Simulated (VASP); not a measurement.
# Tl (P6/mmm) in VASP: a series of runs, part 2 of 2

VASP 6.6.1. Earlier steps stand in the parts before.

### Step 5. Relaxation of shape and atoms at fixed volume, PBE

This run uses another cell than the first one, of 28.53 Å³/atom.

Contents of INCAR:

```
SYSTEM = Tl
PREC = Accurate
ENCUT = 600
EDIFF = 1E-7
ISMEAR = -1
SIGMA = 0.1
LREAL = .False.
LASPH = .True.
NELM = 80
ALGO = Normal
ISIF = 4
LWAVE = .False.
LCHARG = .False.
GGA = PE
IBRION = 2
NSW = 50
EDIFFG = -0.005
```

Contents of KPOINTS:

```
Automatic mesh
0
Gamma
  7 7 10
  0 0 0
```

Contents of POSCAR:

```
Tl
1.0
    5.4353582852      0.0000000000      0.0000000000
   -2.7176791426      4.7071583537      0.0000000000
    0.0000000000      0.0000000000      3.3455302311
Tl
3
Direct
    0.0000000000      0.0000000000      0.0000000000
    0.3333333333      0.6666666667      0.5000000000
    0.6666666667      0.3333333333      0.5000000000
```

Potentials or basis: VASP PAW PBE potentials, release 64 (Tl_d).

On the command line:

```
cat potpaw_PBE.64/Tl_d/POTCAR > POTCAR
mpirun -np 1 vasp_std > vasp.out
```

OUTCAR:

```text
SYSTEM = Tl
   PREC = Accurate
   ENCUT = 600
   EDIFF = 1E-7
   ISMEAR = -1
   LREAL = .False.
   LASPH = .True.
   NELM = 80
   ISIF = 4
   GGA = PE
   IBRION = 2
   NSW = 50
   EDIFFG = -0.005

 ion  position               nearest neighbor table
   1  0.000  0.000  0.000-   2 3.56   3 3.56   2 3.56   3 3.56   3 3.56   3 3.56   2 3.56   2 3.56
                             3 3.56   3 3.56   2 3.56   2 3.56
   2  0.333  0.667  0.500-   3 3.14   3 3.14   3 3.14   1 3.56   1 3.56   1 3.56   1 3.56   1 3.56
                             1 3.56
   3  0.667  0.333  0.500-   2 3.14   2 3.14   2 3.14   1 3.56   1 3.56   1 3.56   1 3.56   1 3.56
                             1 3.56

  LATTYP: Found a hexagonal cell.
 ALAT       =     5.4353582852
 C/A-ratio  =     0.6155123647

  Lattice vectors:

 A1 = (   5.4353582852,   0.0000000000,   0.0000000000)
 A2 = (  -2.7176791426,   4.7071583537,   0.0000000000)
 A3 = (   0.0000000000,   0.0000000000,   3.3455302311)

Analysis of symmetry for initial positions (statically):
=====================================================================
 Subroutine PRICEL returns:
 Original cell was already a primitive cell.

 Routine SETGRP: Setting up the symmetry group for a
 hexagonal supercell.

 Subroutine GETGRP returns: Found 24 space group operations
 (whereof 24 operations were pure point group operations)
 out of a pool of 24 trial point group operations.

The static configuration has the point symmetry D_6h.

Analysis of symmetry for dynamics (positions and initial velocities):
=====================================================================
 Subroutine PRICEL returns:
 Original cell was already a primitive cell.

 Routine SETGRP: Setting up the symmetry group for a
 hexagonal supercell.

 Subroutine GETGRP returns: Found 24 space group operations
 (whereof 24 operations were pure point group operations)
 out of a pool of 24 trial point group operations.

The dynamic configuration has the point symmetry D_6h.

 Subroutine INISYM returns: Found 24 space group operations
 (whereof 24 operations are pure point group operations),
 and found     1 'primitive' translations

----------------------------------------------------------------------------------------

                                     Primitive cell

  volume of cell :      85.5957

  direct lattice vectors                    reciprocal lattice vectors
     5.435358285  0.000000000  0.000000000     0.183980512  0.106221198  0.000000000
    -2.717679143  4.707158354  0.000000000     0.000000000  0.212442396  0.000000000
     0.000000000  0.000000000  3.345530231     0.000000000  0.000000000  0.298906281

  length of vectors
     5.435358285  5.435358285  3.345530231     0.212442396  0.212442396  0.298906281

  position of ions in fractional coordinates (direct lattice)
     0.000000000  0.000000000  0.000000000
     0.333333333  0.666666667  0.500000000
     0.666666667  0.333333333  0.500000000

  ion indices of the primitive-cell ions
   primitive index   ion index
                 1           1
                 2           2
                 3           3

----------------------------------------------------------------------------------------

[... 50 lines left out ...]
 [... further k-points ...]
   k-points           NKPTS =     48   k-points in BZ     NKDIM =     48   number of bands    NBANDS=     23
   number of dos      NEDOS =    301   number of ions     NIONS =      3
   total plane-waves  NPLWV =  64512
   dimension x,y,z NGX =    48 NGY =   48 NGZ =   28
   dimension x,y,z NGXF=    96 NGYF=   96 NGZF=   56
   ions per type =               3
   NGX,Y,Z   is equivalent  to a cutoff of  14.68, 14.68, 13.91 a.u.
   NGXF,Y,Z  is equivalent  to a cutoff of  29.36, 29.36, 27.83 a.u.
 SYSTEM =  Tl
   PREC   = accura    normal or accurate (medium, high low for compatibility)
   ISTART =      0    job   : 0-new  1-cont  2-samecut
   ICHARG =      2    charge: 1-file 2-atom 10-const
   ISPIN  =      1    spin polarized calculation?
   LNONCOLLINEAR =      F non collinear calculations
   LSORBIT =      F    spin-orbit coupling
   LASPH  =      T    aspherical Exc in radial PAW
   ENCUT  =  600.0 eV  44.10 Ry    6.64 a.u.  10.86 10.86  6.68*2*pi/ulx,y,z
   NELM   =     80;   NELMIN=  2; NELMDL= -5     # of ELM steps
   EDIFF  = 0.1E-06   stopping-criterion for ELM
   LREAL  =      F    real-space projection
   EDIFFG = -.5E-02   stopping-criterion for IOM
   NSW    =     50    number of steps for IOM
   IBRION =      2    ionic relax: 0-MD 1-quasi-New 2-CG
   NFREE  =      1    steps in history (QN), initial steepest desc. (CG)
   ISIF   =      4    stress and relaxation
   ISYM   =      2    0-nonsym 1-usesym 2-fastsym
   POTIM  = 0.5000    time-step for ionic-motion
   TEBEG  =    0.0;   TEEND  =   0.0 temperature during run
   PSTRESS=    0.0 pullay stress
   NELECT =      39.0000    total number of electrons
   NUPDOWN=      -1.0000    fix difference up-down
   EMIN   =  10.00;   EMAX   =-10.00  energy-range for DOS
   EFERMI =   0.00;   METHOD = LEGACY
   ISMEAR =    -1;   SIGMA  =   0.10  broadening in eV -4-tet -1-fermi 0-gaus
   EFERMI_NEDOS =   21; number of points for ismear=-14 and -15
   IALGO  =     38    algorithm
   IMIX   =      4    mixing-type and parameters
     AMIX     =   0.40;   BMIX     =  1.00
     AMIX_MAG =   1.60;   BMIX_MAG =  1.00
  volume/ion in A,a.u.               =      28.53       192.54
  Fermi-wavevector in a.u.,A,eV,Ry     =   1.259735  2.380553 21.591510  1.586931
  Thomas-Fermi vector in A             =   2.393280
   LORBIT       =      0    0 simple, 1 ext, 2 COOP (PROOUT), +10 PAW based schemes
   GGA     = PE    functional components
   LHFCALC =     F    Hartree Fock is set to
   AEXX    =    0.0000 exact exchange contribution
   IVDW    =     0    specifies the selected vdW correction
   LEPSILON=     F    determine dielectric tensor
   LRPA    =     F    only Hartree local field effects (RPA)
 conjugate gradient relaxation of ions
 non-spin polarized calculation
  energy-cutoff  :      600.00
  volume of cell :       85.60
 maximum number of plane-waves:      2872
 NGX is ok and might be reduce to    48
   NGX = 21   NGY = 21   NGZ = 13

--------------------------------------- Ionic step        1  -------------------------------------------

 number of electron      39.0000010 magnetization

 Free energy of the ion-electron system (eV)
  ---------------------------------------------------
  ext. energy  EPLUGINS =         0.00000000
  ---------------------------------------------------
  free energy    TOTEN  =        -6.55472745 eV

  energy without entropy =       -6.51667186  energy(sigma->0) =       -6.53569966

------------------------ aborting loop because EDIFF is reached ----------------------------------------

  FORCE on cell =-STRESS in cart. coord.  units (eV):
  Direction    XX          YY          ZZ          XY          YZ          ZX
  --------------------------------------------------------------------------------------
  -------------------------------------------------------------------------------------
  Total        1.9165495      1.9165495      1.8477726      0.0000000      0.0000000      0.0000000
  in kB       35.8739063     35.8739063     34.5865444      0.0000000      0.0000000      0.0000000
  external PRESSURE =      35.4447856 kB  Pullay stress =       0.0000000 kB
[... 61 lines left out ...]
--------------------------------------- Ionic step        3  -------------------------------------------

 number of electron      39.0000010 magnetization

 Free energy of the ion-electron system (eV)
  ---------------------------------------------------
  ext. energy  EPLUGINS =         0.00000000
  ---------------------------------------------------
  free energy    TOTEN  =        -6.55478228 eV

  energy without entropy =       -6.51638865  energy(sigma->0) =       -6.53558547

 E-fermi :   6.7426     XC(G=0): -10.1972

 val. band max:        6.7254672148   @ k =   0.2857   0.2857   0.0000
 cond. band min:       6.7949606100   @ k =   0.0000   0.0000   0.5000
 fundamental gap:      0.0694933952
 Fermi energy:         6.7426127846

 k-point     1 :       0.0000    0.0000    0.0000
  band No.  band energies     occupation
      1      -5.4442      2.00000
      2      -5.0733      2.00000
      3      -5.0566      2.00000
      4      -5.0566      2.00000
      5      -5.0419      2.00000
      6      -4.8537      2.00000
[... 613 lines left out ...]
     22       9.7640      0.00000
     23      10.4621      0.00000

 [... further k-points ...]

------------------------ aborting loop because EDIFF is reached ----------------------------------------

  FORCE on cell =-STRESS in cart. coord.  units (eV):
  Direction    XX          YY          ZZ          XY          YZ          ZX
  --------------------------------------------------------------------------------------
  -------------------------------------------------------------------------------------
  Total        1.8993619      1.8993619      1.8798900      0.0000000     -0.0000000      0.0000000
  in kB       35.5521901     35.5521901     35.1877160      0.0000000     -0.0000000      0.0000000
  external PRESSURE =      35.4306988 kB  Pullay stress =       0.0000000 kB
[... 18 lines left out ...]
  FREE ENERGIE OF THE ION-ELECTRON SYSTEM (eV)
  ---------------------------------------------------
  free  energy   TOTEN  =        -6.5547822847 eV

  energy  without entropy=       -6.5163886550  energy(sigma->0) =       -6.53558547

 reached required accuracy - stopping structural energy minimisation
```

OSZICAR:

```text
N       E                     dE             d eps       ncg     rms          rms(c)
DAV:   1     0.229629044206E+03    0.22963E+03   -0.22662E+04  2216   0.176E+03
DAV:   2    -0.185302424771E+01   -0.23148E+03   -0.22916E+03  2481   0.362E+02
[... 17 lines left out ...]
   2 F= -.65547677E+01 E0= -.65356374E+01  d E =-.402661E-04
       N       E                     dE             d eps       ncg     rms          rms(c)
DAV:   1    -0.655488415949E+01   -0.11641E-03   -0.43341E-03  2341   0.462E-01    0.433E-02
DAV:   2    -0.655481619869E+01    0.67961E-04   -0.47961E-05  2292   0.647E-02    0.261E-02
DAV:   3    -0.655478208192E+01    0.34117E-04   -0.73585E-05  2369   0.728E-02    0.317E-03
DAV:   4    -0.655478229905E+01   -0.21713E-06   -0.40426E-06  2250   0.173E-02    0.155E-03
DAV:   5    -0.655478228467E+01    0.14374E-07   -0.90441E-08  1426   0.339E-03
   3 F= -.65547823E+01 E0= -.65355855E+01  d E =-.548307E-04
```

It took 81 s on 1 thread of Intel Xeon 6975P-C (Granite Rapids), shared host; peak memory 0.29 GiB.

Results:

- Free energy: -6.5548 eV
- Energy gained by relaxing: 0.0 meV/atom
- Ionic steps: 3
- Pressure after relaxing: 3.5 GPa
- Band gap on the k mesh: zero (an odd number of electrons rules out a gap without spin polarisation)

Final structure:
```
CELL_PARAMETERS angstrom
5.43863 0.00000 0.00000
-2.71931 4.70999 0.00000
0.00000 0.00000 3.34151
ATOMIC_POSITIONS crystal
Tl 0.00000 0.00000 0.00000
Tl 0.33333 0.66667 0.50000
Tl 0.66667 0.33333 0.50000
```

Levels at points of the mesh, in eV from the Fermi level:
```tsv
k point	band 16	band 17	band 18	band 19	band 20	band 21	band 22	band 23
(0.00, 0.00, 0.00)	-10.22	-4.55	-4.19	-0.59	-0.59	-0.45	-0.45	4.63
(0.00, 0.00, 0.50)	-6.90	-5.72	-1.80	0.05	0.69	1.35	1.35	1.42
```

Caveat: spin-orbit coupling is left out, which moves the levels of the heavy elements.

### Step 6. The runs side by side

| cell | gap on the mesh (eV) | pressure (GPa) |
| --- | --- | --- |
| relaxed from a = 4.468, b = 4.468, c = 2.750 Å, angles 90.0, 90.0, 120.0°, 3 atoms | none | 120.0 |
| relaxed from a = 4.999, b = 4.999, c = 3.077 Å, angles 90.0, 90.0, 120.0°, 3 atoms | none | 24.3 |
| relaxed from a = 5.435, b = 5.435, c = 3.346 Å, angles 90.0, 90.0, 120.0°, 3 atoms | none | 3.5 |

Alike in all rows: task relaxation of shape and atoms at fixed volume; level PBE; potentials or basis VASP PAW PBE potentials, release 64 (Tl_d); no spin polarisation; k mesh 7 × 7 × 10; cutoff (eV) 600; smearing fermi-dirac 0.1 eV.

Caveats: spin-orbit coupling is left out, which moves the levels of the heavy elements.

Total energies depend on the potentials used, so only differences within one code and one set of settings carry meaning.

The gap in the log of VASP goes by the Fermi energy; the results here count the filled bands.